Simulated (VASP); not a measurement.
Crystal: TaVN2.

```
Ta V N
1.0
     3.00865    0.00000    0.00000
     0.00000    3.00865    0.00000
     0.00000    0.00000    4.23800
Ta V N
1 1 2
Direct
  0.00000 0.00000 0.00000
  0.50000 0.50000 0.50000
  0.50000 0.50000 0.00000
  0.00000 0.00000 0.50000
```

Base run:

- Program: VASP 6.6.1
- Functional: PBE
- Potentials or basis: VASP PAW PBE potentials, release 64 (Ta_pv, V_sv, N)
- Cutoff: 520 eV
- k mesh: 9 × 9 × 6
- Occupations: fermi-dirac, width 0.05 eV
- Spin: collinear spin, ferromagnetic start
- Starting moments: [0.0, 2.0, 0.0, 0.0] μB

Its results: band gap on the k mesh zero (filled and empty bands overlap); pressure 11.4 GPa; net moment 0.00 μB per cell.

Question: The run is repeated on the same cell with these changes: functional from PBE to LDA; potentials or basis from VASP PAW PBE potentials, release 64 (Ta_pv, V_sv, N) to VASP PAW LDA potentials, release 64 (Ta_pv, V_sv, N). What comes out?

Answer: Band gap on the k mesh zero (filled and empty bands overlap); pressure -5.1 GPa; net moment 0.00 μB per cell.

Caveats: spin-orbit coupling is left out, which moves the levels of the heavy elements.
